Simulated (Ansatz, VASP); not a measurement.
## Al3BP4 in VASP and in Ansatz

```
Al B P
1.0
     3.68780    0.00000    0.00000
     0.00000    7.47221    0.00000
     0.00000    0.00000    5.33192
Al B P
3 1 4
Direct
  0.00000 0.73059 0.00183
  0.00000 0.26941 0.00183
  0.50000 0.00000 0.49797
  0.50000 0.50000 0.51031
  0.50000 0.72023 0.72734
  0.00000 0.50000 0.30637
  0.50000 0.27977 0.72734
  0.00000 0.00000 0.22701
```

Alike in both runs: functional PBE; k mesh 8 × 4 × 6; occupations gaussian, width 0.02 eV; no spin polarisation.

Ansatz relaxed the structure, and its values are those at the end. VASP's run is a single point on that final structure, the one shown.

|  | VASP | Ansatz |
| --- | --- | --- |
| version | VASP 6.6.1 | Ansatz 0.2.0 |
| potentials or method | VASP PAW PBE potentials, release 64 (Al, B, P), cutoff 520 eV | scalar-relativistic, plane waves, PAW |
| valence electrons in the cell | 32 | 32 |

|  | VASP | Ansatz | Ansatz less VASP |
| --- | --- | --- | --- |
| gap on the k mesh at the Fermi level (eV) | 0.99 | 1.00 | +0.003 |
| least direct gap on the mesh (eV) | 0.99 | 1.00 | +0.003 |
| pressure (GPa) | -0.1 | 0.0 | +0.11 |

The functional is the same, so the differences come from potentials, cutoffs and numerics.
